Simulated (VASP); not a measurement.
Here is a VASP 6.6.1 calculation.

The input POSCAR:

```
BAs
1.0
    2.9343700000      0.0000000000      0.0000000000
    0.0000000000      2.9343700000      0.0000000000
    0.0000000000      0.0000000000      2.9343700000
B As
1 1
Direct
    0.5000000000      0.5000000000      0.5000000000
    0.0000000000      0.0000000000      0.0000000000
```

Contents of INCAR.step1:

```
ALGO = Normal
EDIFF = 1E-5
ENCUT = 520
GGA = PE
GGA_COMPAT = F
ISIF = 2
ISMEAR = -1
LASPH = T
LREAL = F
LWAVE = T
NBANDS = 16
NELM = 120
PREC = Accurate
SIGMA = 0.05
```

INCAR.step2

```
AEXX = 1.0
AGGAC = 0.0
ALDAC = 0.0
ALGO = Normal
EDIFF = 1E-6
ENCUT = 520
GGA = PE
GGA_COMPAT = F
ISIF = 2
ISMEAR = -1
ISTART = 1
LASPH = T
LCHARG = T
LELF = T
LHFCALC = T
LREAL = F
LVHAR = T
LWAVE = F
NBANDS = 16
NELM = 120
PREC = Accurate
PRECFOCK = Normal
SIGMA = 0.05
```

Contents of KPOINTS:

```
k-points
0
Gamma
  5 5 5
```

Potentials or basis: VASP PAW PBE potentials, release 64 (B, As_d).

Launch:

```console
$ cat potpaw_PBE.64/B/POTCAR potpaw_PBE.64/As_d/POTCAR > POTCAR
$ cp INCAR.step1 INCAR
$ mpirun -np 1 vasp_std > vasp.out
$ cp INCAR.step2 INCAR
$ mpirun -np 1 vasp_std > vasp.out
```

Question: Estimate the pressure.

Answer: 0.7 GPa.

Question: Predict the band gap on the k mesh.

Answer: Zero (band 9 reaches 11.20 eV, above the bottom of band 10 at 2.59 eV).

Caveat: the k points lie up to 0.43 Å⁻¹ apart; the PAW data sets were made with another functional, which shifts forces and pressure a little.
